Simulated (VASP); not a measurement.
Runs of VASP 6.6.1 on CuAu. The structure is that of space group P4/mmm (No. 123), or close to it. The cells are those of the table. 

```csv
cell,further INCAR settings,gap on the mesh (eV),pressure (GPa)
"a = 2.870, b = 2.870, c = 3.486 Å, 2 atoms",ALGO = Fast; EDIFF = 1e-07; NBANDS = 18,none,(a)
"a = 2.940, b = 2.940, c = 3.670 Å, 2 atoms",ALGO = Fast; EDIFF = 1e-06; NBANDS = 18,none,-6.8
"a = 2.660, b = 2.660, c = 3.670 Å, 2 atoms",ALGO = Fast; EDIFF = 1e-07; NBANDS = 18,none,31.0
"a = 2.730, b = 2.730, c = 3.486 Å, 2 atoms",ALGO = Fast; EDIFF = 1e-06; NBANDS = 18,none,30.4
"a = 2.660, b = 2.660, c = 3.578 Å, 2 atoms",ALGO = Fast; EDIFF = 1e-06; NBANDS = 18,none,38.9
"a = 2.730, b = 2.730, c = 3.762 Å, 2 atoms",ALGO = Fast; EDIFF = 1e-06; NBANDS = 18,none,12.0
"a = 2.800, b = 2.800, c = 3.486 Å, 2 atoms",ALGO = Fast; EDIFF = 1e-06; NBANDS = 18,none,17.0
"a = 2.730, b = 2.730, c = 3.578 Å, 2 atoms",ALGO = Fast; EDIFF = 1e-06; NBANDS = 18,none,(b)
```

Alike in all rows: task single point; level PBE; potentials or basis VASP PAW PBE potentials, release 64 (Cu, Au); no spin polarisation; k mesh 18 × 18 × 14; cutoff (eV) 520; smearing gaussian 0.15 eV.

**Question.** Estimate the missing entries.

**Answer.** (a) 7.1; (b) 22.9.

Caveats: spin-orbit coupling is left out, which moves the levels of the heavy elements.

A k mesh can miss the band edges, and the runs leave out spin-orbit coupling on Au.

A gap of «none» marks levels without a gap at the run's occupations.
